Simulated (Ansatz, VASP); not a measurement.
# Ti in VASP and in Ansatz

```
CELL_PARAMETERS angstrom
0.00000 2.03000 2.00970
2.03000 0.00000 2.00970
2.03000 2.03000 0.00000
ATOMIC_POSITIONS crystal
Ti 0.00000 0.00000 0.00000
```

Change from the starting cell: zz strain of -1 %, crystal datasets.

Alike in both runs: task electric field gradients; functional LDA; k mesh 14 × 14 × 14; occupations fermi-dirac, width 0.05 eV; no spin polarisation.

|  | VASP | Ansatz |
| --- | --- | --- |
| version | VASP 6.6.1 | Ansatz 0.2.0 |
| potentials or method | VASP PAW LDA potentials, release 64 (Ti_sv), cutoff 520 eV | all-electron PAW with datasets made for the crystal, scalar-relativistic |

|  | VASP | Ansatz | Ansatz less VASP |
| --- | --- | --- | --- |
| pressure (GPa) | -3.9 | -3.8 | +0.15 |
| traceless stress, the component that is largest in VASP (GPa) | 0.17 | 0.17 | -0.003 |
| size of Vzz on the site where it differs most (V/Å²) | 1.1 | 1.1 | +0.02 |

LDA's correlation is that of Perdew and Zunger in VASP and of Perdew and Wang (1992) in Ansatz. Ansatz ran all-electron here, and VASP with PAW potentials.
